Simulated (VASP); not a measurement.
# PtW12 in VASP: single point with LDA

Aim: the single point of PtW12 with LDA.

Program: VASP 6.6.1. These are calculated values, not measurements. Logs are shortened: lines on timing, memory, paths and dates and some standing lists are left out, and cuts for length are marked.

### 1 The cell of the first run

The cell holds a slab with vacuum, 13 atoms: a = 5.432 Å, b = 5.432 Å, c = 19.790 Å, α = 90.00°, β = 90.00°, γ = 109.47°.

### 2 Single point, LDA

Contents of INCAR:

```
SYSTEM = PtW12
PREC = Accurate
ENCUT = 430
EDIFF = 1E-6
ISMEAR = 0
SIGMA = 0.1
LREAL = .FALSE.
LASPH = .TRUE.
NELM = 120
ALGO = Normal
ISIF = 2
LWAVE = .FALSE.
LCHARG = .TRUE.
LDIPOL = .TRUE.
IDIPOL = 3
DIPOL = 0.5 0.5 0.327
GGA = CA
LELF = .TRUE.
LVHAR = .TRUE.
LVACPOTAV = .TRUE.
NBANDS = 105
GGA_COMPAT = .FALSE.
NELMDL = -8
```

Contents of KPOINTS:

```
regular mesh
0
G
  5 5 1
  0 0 0
```

Contents of POSCAR:

```
PtW12
1.0
    5.4319816376      0.0000000000      0.0000000000
   -1.8106605459      5.1213214017      0.0000000000
    0.0000000000      0.0000000000     19.7903917603
W Pt
12 1
Direct
    0.2500000000      0.2500000000      0.2021182829
    0.2500000000      0.7500000000      0.2021182829
    0.7500000000      0.2500000000      0.2021182829
    0.7500000000      0.7500000000      0.2021182829
    0.0000000000      0.0000000000      0.3105119034
    0.0000000000      0.5000000000      0.3105119034
    0.5000000000      0.0000000000      0.3105119034
    0.5000000000      0.5000000000      0.3105119034
    0.2500000000      0.2500000000      0.4189099367
    0.2500000000      0.7500000000      0.4189099367
    0.7500000000      0.2500000000      0.4189099367
    0.7500000000      0.7500000000      0.4189099367
    0.3333333333      0.3333333333      0.5309828033
```

Potentials or basis: VASP PAW LDA potentials, release 64 (W_sv, Pt_sv_GW).

On the command line:

```sh
$ cat potpaw_LDA.64/W_sv/POTCAR potpaw_LDA.64/Pt_sv_GW/POTCAR > POTCAR
$ mpirun -np 1 vasp_std > vasp.out
```

OUTCAR:

```text
SYSTEM = PtW12
   PREC = Accurate
   ENCUT = 430
   EDIFF = 1E-6
   ISMEAR = 0
   LREAL = .FALSE.
   LASPH = .TRUE.
   NELM = 120
   ISIF = 2
   GGA = CA
   NELMDL = -8

 ion  position               nearest neighbor table
   1  0.250  0.250  0.202-   5 2.66   8 2.66   3 2.72   3 2.72   2 2.72   2 2.72   7 3.09   6 3.09
                             4 3.14   4 3.14
   2  0.250  0.750  0.202-   6 2.66   7 2.66   4 2.72   4 2.72   1 2.72   1 2.72   5 3.09   8 3.09
                             3 3.14   3 3.14
   3  0.750  0.250  0.202-   6 2.66   7 2.66   1 2.72   1 2.72   4 2.72   4 2.72   5 3.09   8 3.09
                             2 3.14   2 3.14
   4  0.750  0.750  0.202-   5 2.66   8 2.66   2 2.72   2 2.72   3 2.72   3 2.72   7 3.09   6 3.09
                             1 3.14   1 3.14
   5  0.000  0.000  0.311-   1 2.66   4 2.66   9 2.66  12 2.66   7 2.72   7 2.72   6 2.72   6 2.72
                             3 3.09   2 3.09  11 3.09  10 3.09   8 3.14   8 3.14
   6  0.000  0.500  0.311-   2 2.66   3 2.66  10 2.66  11 2.66   8 2.72   8 2.72   5 2.72   5 2.72
                             1 3.09   4 3.09   9 3.09  12 3.09   7 3.14   7 3.14
   7  0.500  0.000  0.311-   2 2.66   3 2.66  10 2.66  11 2.66   5 2.72   5 2.72   8 2.72   8 2.72
                             1 3.09   4 3.09   9 3.09  12 3.09   6 3.14   6 3.14
   8  0.500  0.500  0.311-   1 2.66   4 2.66   9 2.66  12 2.66   6 2.72   6 2.72   7 2.72   7 2.72
                             3 3.09   2 3.09  11 3.09  10 3.09   5 3.14   5 3.14
   9  0.250  0.250  0.419-  13 2.28   8 2.66   5 2.66  11 2.72  11 2.72  10 2.72  10 2.72   6 3.09
                             7 3.09  12 3.14  12 3.14
  10  0.250  0.750  0.419-   6 2.66   7 2.66  12 2.72  12 2.72   9 2.72   9 2.72   5 3.09   8 3.09
                            11 3.14  11 3.14  13 3.31
  11  0.750  0.250  0.419-   6 2.66   7 2.66   9 2.72   9 2.72  12 2.72  12 2.72   5 3.09   8 3.09
                            10 3.14  10 3.14  13 3.31
  12  0.750  0.750  0.419-   5 2.66   8 2.66  10 2.72  10 2.72  11 2.72  11 2.72   7 3.09   6 3.09
                             9 3.14   9 3.14
  13  0.333  0.333  0.531-   9 2.28  11 3.31  10 3.31

  LATTYP: Found a base centered orthorhombic cell.
 ALAT       =     6.2723121214
 B/A-ratio  =     1.4142135624
 C/A-ratio  =     3.1551988130

  Lattice vectors:

 A1 = (   5.4319816376,   0.0000000000,   0.0000000000)
 A2 = (  -1.8106605459,   5.1213214017,   0.0000000000)
 A3 = (   0.0000000000,   0.0000000000,  19.7903917603)

Analysis of symmetry for initial positions (statically):
=====================================================================
 Subroutine PRICEL returns:
 Original cell was already a primitive cell.

 Routine SETGRP: Setting up the symmetry group for a
 base centered orthorhombic supercell.

 Subroutine GETGRP returns: Found  2 space group operations
 (whereof  2 operations were pure point group operations)
 out of a pool of  8 trial point group operations.

The static configuration has the point symmetry C_1h.

Analysis of symmetry for dynamics (positions and initial velocities):
=====================================================================
 Subroutine PRICEL returns:
 Original cell was already a primitive cell.

 Routine SETGRP: Setting up the symmetry group for a
 base centered orthorhombic supercell.

 Subroutine GETGRP returns: Found  2 space group operations
 (whereof  2 operations were pure point group operations)
 out of a pool of  8 trial point group operations.

The dynamic configuration has the point symmetry C_1h.

 Subroutine INISYM returns: Found  2 space group operations
 (whereof  2 operations are pure point group operations),
 and found     1 'primitive' translations

----------------------------------------------------------------------------------------

                                     Primitive cell

  volume of cell :     550.5474

  direct lattice vectors                    reciprocal lattice vectors
     5.431981638  0.000000000  0.000000000     0.184094879  0.065087369  0.000000000
    -1.810660546  5.121321402  0.000000000     0.000000000  0.195262106  0.000000000
     0.000000000  0.000000000 19.790391760     0.000000000  0.000000000  0.050529571

  length of vectors
     5.431981638  5.431981638 19.790391760     0.195262106  0.195262106  0.050529571

  position of ions in fractional coordinates (direct lattice)
     0.250000000  0.250000000  0.202118283
     0.250000000  0.750000000  0.202118283
     0.750000000  0.250000000  0.202118283
     0.750000000  0.750000000  0.202118283
[... 49 lines left out ...]

 Found      9 irreducible k-points:

 Following reciprocal coordinates:
            Coordinates               Weight
  0.000000  0.000000  0.000000      1.000000
  0.200000  0.000000  0.000000      4.000000
  0.400000  0.000000  0.000000      4.000000
  0.200000  0.200000  0.000000      2.000000
  0.400000  0.200000  0.000000      4.000000
 -0.400000  0.200000  0.000000      4.000000
 -0.200000  0.200000  0.000000      2.000000
  0.400000  0.400000  0.000000      2.000000
 -0.400000  0.400000  0.000000      2.000000
   k-points           NKPTS =      9   k-points in BZ     NKDIM =      9   number of bands    NBANDS=    105
   number of dos      NEDOS =    301   number of ions     NIONS =     13
   total plane-waves  NPLWV = 224000
   dimension x,y,z NGX =    40 NGY =   40 NGZ =  140
   dimension x,y,z NGXF=    80 NGYF=   80 NGZF=  280
   ions per type =              12   1
   NGX,Y,Z   is equivalent  to a cutoff of  12.24, 12.24, 11.76 a.u.
   NGXF,Y,Z  is equivalent  to a cutoff of  24.48, 24.48, 23.52 a.u.
 SYSTEM =  PtW12
   PREC   = accura    normal or accurate (medium, high low for compatibility)
   ISTART =      0    job   : 0-new  1-cont  2-samecut
   ICHARG =      2    charge: 1-file 2-atom 10-const
   ISPIN  =      1    spin polarized calculation?
   LNONCOLLINEAR =      F non collinear calculations
   LSORBIT =      F    spin-orbit coupling
   LASPH  =      T    aspherical Exc in radial PAW
   ENCUT  =  430.0 eV  31.60 Ry    5.62 a.u.   9.18  9.18 33.46*2*pi/ulx,y,z
   NELM   =    120;   NELMIN=  2; NELMDL= -8     # of ELM steps
   EDIFF  = 0.1E-05   stopping-criterion for ELM
   LREAL  =      F    real-space projection
   EDIFFG = 0.1E-04   stopping-criterion for IOM
   NSW    =      0    number of steps for IOM
   IBRION =     -1    ionic relax: 0-MD 1-quasi-New 2-CG
   NFREE  =      0    steps in history (QN), initial steepest desc. (CG)
   ISIF   =      2    stress and relaxation
   ISYM   =      2    0-nonsym 1-usesym 2-fastsym
   POTIM  = 0.5000    time-step for ionic-motion
   TEBEG  =    0.0;   TEEND  =   0.0 temperature during run
   PSTRESS=    0.0 pullay stress
   NELECT =     186.0000    total number of electrons
   NUPDOWN=      -1.0000    fix difference up-down
   EMIN   =  10.00;   EMAX   =-10.00  energy-range for DOS
   EFERMI =   0.00;   METHOD = LEGACY
   ISMEAR =     0;   SIGMA  =   0.10  broadening in eV -4-tet -1-fermi 0-gaus
   EFERMI_NEDOS =   21; number of points for ismear=-14 and -15
   IALGO  =     38    algorithm
   IMIX   =      4    mixing-type and parameters
     AMIX     =   0.40;   BMIX     =  1.00
     AMIX_MAG =   1.60;   BMIX_MAG =  1.00
  volume/ion in A,a.u.               =      42.35       285.79
  Fermi-wavevector in a.u.,A,eV,Ry     =   1.140200  2.154665 17.688326  1.300055
  Thomas-Fermi vector in A             =   2.276902
   LORBIT       =      0    0 simple, 1 ext, 2 COOP (PROOUT), +10 PAW based schemes
   GGA     = CA    functional components
   LHFCALC =     F    Hartree Fock is set to
   AEXX    =    0.0000 exact exchange contribution
   IVDW    =     0    specifies the selected vdW correction
   LEPSILON=     F    determine dielectric tensor
   LRPA    =     F    only Hartree local field effects (RPA)
 non-spin polarized calculation
 Gauss-broadening in eV      SIGMA  =   0.10
  energy-cutoff  :      430.00
  volume of cell :      550.55
 maximum number of plane-waves:     11187
 NGX is ok and might be reduce to    40
   NGX = 19   NGY = 19   NGZ = 67

 dipolmoment           0.000000      0.000000      1.110155 electrons x Angstroem

 number of electron     186.0000022 magnetization

 dipolmoment           0.000000      0.000000     -0.063000 electrons x Angstroem

 Free energy of the ion-electron system (eV)
  ---------------------------------------------------
  ext. energy  EPLUGINS =         0.00000000
  ---------------------------------------------------
  free energy    TOTEN  =      -162.34305713 eV

  energy without entropy =     -162.27049204  energy(sigma->0) =     -162.30677459

 E-fermi :   1.0991     XC(G=0):  -6.3127

 val. band max:        1.0958773815   @ k =  -0.2000   0.2000   0.0000
 cond. band min:       1.1089626990   @ k =  -0.4000   0.4000   0.0000
 fundamental gap:      0.0130853175
 Fermi energy:         1.0991005099

 k-point     1 :       0.0000    0.0000    0.0000
  band No.  band energies     occupation
      1     -96.2908      2.00000
      2     -72.5817      2.00000
      3     -72.4908      2.00000
      4     -72.4569      2.00000
      5     -72.4451      2.00000
      6     -72.4407      2.00000
[... 961 lines left out ...]
    104       2.2902      0.00000
    105       2.3733      0.00000

------------------------ aborting loop because EDIFF is reached ----------------------------------------

  FORCE on cell =-STRESS in cart. coord.  units (eV):
  Direction    XX          YY          ZZ          XY          YZ          ZX
  --------------------------------------------------------------------------------------
  -------------------------------------------------------------------------------------
  Total      -13.0376987    -14.0143156      4.7315735     -1.3811448      2.4115132      1.7051971
  in kB      -37.9417018    -40.7838065     13.7696043     -4.0193431      7.0178731      4.9623849
  external PRESSURE =     -21.6519680 kB  Pullay stress =       0.0000000 kB

 VOLUME and BASIS-vectors are now :
 -----------------------------------------------------------------------------
  energy-cutoff  :      430.00
  volume of cell :      550.55
      direct lattice vectors                 reciprocal lattice vectors
     5.431981638  0.000000000  0.000000000     0.184094879  0.065087369  0.000000000
    -1.810660546  5.121321402  0.000000000     0.000000000  0.195262106  0.000000000
     0.000000000  0.000000000 19.790391760     0.000000000  0.000000000  0.050529571

 POSITION                                       TOTAL-FORCE (eV/Angst)
 -----------------------------------------------------------------------------------
      0.90533      1.28033      4.00000        -0.024332     -0.034411     -0.043229
     -0.00000      3.84099      4.00000        -0.008431      0.025214     -0.200193
      3.62132      1.28033      4.00000         0.026582      0.000456     -0.200193
      2.71599      3.84099      4.00000         0.056520      0.079932      0.163668
      0.00000      0.00000      6.14515        -0.175957     -0.248841     -0.798252
     -0.90533      2.56066      6.14515         0.057388     -0.068432     -0.132022
      2.71599      0.00000      6.14515        -0.083648      0.031296     -0.132022
      1.81066      2.56066      6.14515         0.102174      0.144495     -0.557573
      0.90533      1.28033      8.29039        -0.647589     -0.915829     -0.459815
     -0.00000      3.84099      8.29039        -0.003813     -0.098259      0.917857
      3.62132      1.28033      8.29039        -0.091369     -0.036348      0.917857
      2.71599      3.84099      8.29039         0.024046      0.034006      0.244989
      1.20711      1.70711     10.50836         0.768427      1.086720      0.278929
 -----------------------------------------------------------------------------------
    total drift:                               -0.000004     -0.000005      0.003532

  FREE ENERGIE OF THE ION-ELECTRON SYSTEM (eV)
  ---------------------------------------------------
  free  energy   TOTEN  =      -162.3430571278 eV

  energy  without entropy=     -162.2704920430  energy(sigma->0) =     -162.30677459

 vacuum level on the upper side and lower side of the slab         5.843         6.252
```

Wall time 24 min (1 thread of Intel Xeon Platinum 8488C (Sapphire Rapids), shared host); peak memory 0.55 GiB.

What came out:

- Free energy: -162.3431 eV
- Largest force: 1.360 eV/Å
- Band gap on the k mesh: zero (bands 93 and 94 overlap by 1.32 eV)

Forces on the atoms (eV/Å):
```
W   -0.024 -0.034 -0.043
W   -0.008  0.025 -0.200
W    0.027  0.000 -0.200
W    0.057  0.080  0.164
W   -0.176 -0.249 -0.798
W    0.057 -0.068 -0.132
W   -0.084  0.031 -0.132
W    0.102  0.144 -0.558
W   -0.648 -0.916 -0.460
W   -0.004 -0.098  0.918
W   -0.091 -0.036  0.918
W    0.024  0.034  0.245
Pt   0.768  1.087  0.279
```

Levels at points of the mesh, in eV from the Fermi level:
| k point | band 90 | band 91 | band 92 | band 93 | band 94 | band 95 | band 96 | band 97 |
| --- | --- | --- | --- | --- | --- | --- | --- | --- |
| (0.00, 0.00, 0.00) | 0.20 | 0.37 | 0.56 | 0.90 | 1.51 | 1.54 | 1.56 | 1.60 |

Caveat: spin-orbit coupling is left out, which moves the levels of the heavy elements.
